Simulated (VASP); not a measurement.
A run of VASP 6.6.1:

File INCAR:

```
SYSTEM = Al
ALGO = Normal
EDIFF = 1E-6
ENCUT = 520
GGA = CA
ISIF = 2
ISMEAR = -1
LASPH = .True.
LCHARG = .False.
LREAL = .False.
LWAVE = .False.
NBANDS = 8
NELM = 80
PREC = Accurate
SIGMA = 0.08
```

KPOINTS

```
k-points
0
Gamma
  16 16 16
  0 0 0
```

Contents of POSCAR:

```
Al
1.0
    0.0000000000      1.8332909816      1.8332909816
    1.8332909816      0.0000000000      1.8332909816
    1.8332909816      1.8332909816      0.0000000000
Al
1
Direct
    0.0000000000      0.0000000000      0.0000000000
```

Potentials or basis: VASP PAW LDA potentials, release 64 (Al).

Command:

```bash
$ cat potpaw_LDA.64/Al/POTCAR > POTCAR
$ mpirun -np 1 vasp_std > vasp.out
```

Hardware: 1 thread of Intel(R) Xeon(R) 6975P-C (Granite Rapids) (shared host).

How long does it take, and how much memory?

Run time: 4.1 s on 1 thread of Intel(R) Xeon(R) 6975P-C (Granite Rapids) (shared host), peak memory 0.11 GiB. Counts: scf iterations 9, k points 145.
